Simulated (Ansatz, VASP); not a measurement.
One calculation of Te, two programs

File INCAR:

```
ALGO = Normal
EDIFF = 1E-7
ENCUT = 520
GGA = PE
ISIF = 2
ISMEAR = -1
LASPH = T
LCHARG = F
LREAL = F
LWAVE = F
NBANDS = 9
NELM = 60
PREC = Accurate
SIGMA = 0.1
```

Contents of KPOINTS:

```
k-points
0
Gamma
  13 13 13
```

POSCAR

```
Te
1.0
   -1.9747252945      1.9747252945      1.9747252945
    1.9747252945     -1.9747252945      1.9747252945
    1.9747252945      1.9747252945     -1.9747252945
Te
1
Direct
    0.0000000000      0.0000000000      0.0000000000
```

Input for Ansatz:

```yaml
crystal:
  lattice:
    - [-1.9747252945, 1.9747252945, 1.9747252945]
    - [1.9747252945, -1.9747252945, 1.9747252945]
    - [1.9747252945, 1.9747252945, -1.9747252945]
  atoms:
    - { symbol: Te, position: [0.0, 0.0, 0.0] }
hamiltonian:
  xc: pbe
  pseudopotentials:
    kind: paw
    azcp:
      Te: "pseudopotentials/Te.paw.azcp"
basis:
  ecutwfc: 420
  fft_grid_basis: typed
kpoints:
  mp_grid: { grid: [13, 13, 13], shift: [0, 0, 0] }
magnetization:
  spin_polarized: false
scf:
  occupations: { method: fermi_dirac, width: 0.1 }
  lower_state_search: "off"
output:
  stress: true
```

Alike in both runs: task single point; functional PBE; k mesh 13 × 13 × 13; occupations fermi-dirac, width 0.1 eV; no spin polarisation.

|  | VASP | Ansatz |
| --- | --- | --- |
| version | VASP 6.6.1 | Ansatz 0.2.0 |
| potentials or method | VASP PAW PBE potentials, release 64 (Te), cutoff 520 eV | plane waves (420 eV) with PAW, scalar-relativistic |
| valence electrons in the cell | 6 | 16 |

VASP gave:

- pressure (GPa): -3.6

Question: What did Ansatz give for the same quantities?

Answer: Pressure (GPa): -3.5.

VASP's potentials hold 6 valence electrons a cell and Ansatz's 16, so a difference there can come from the potentials and not from the codes.

Spin-orbit coupling is off throughout.
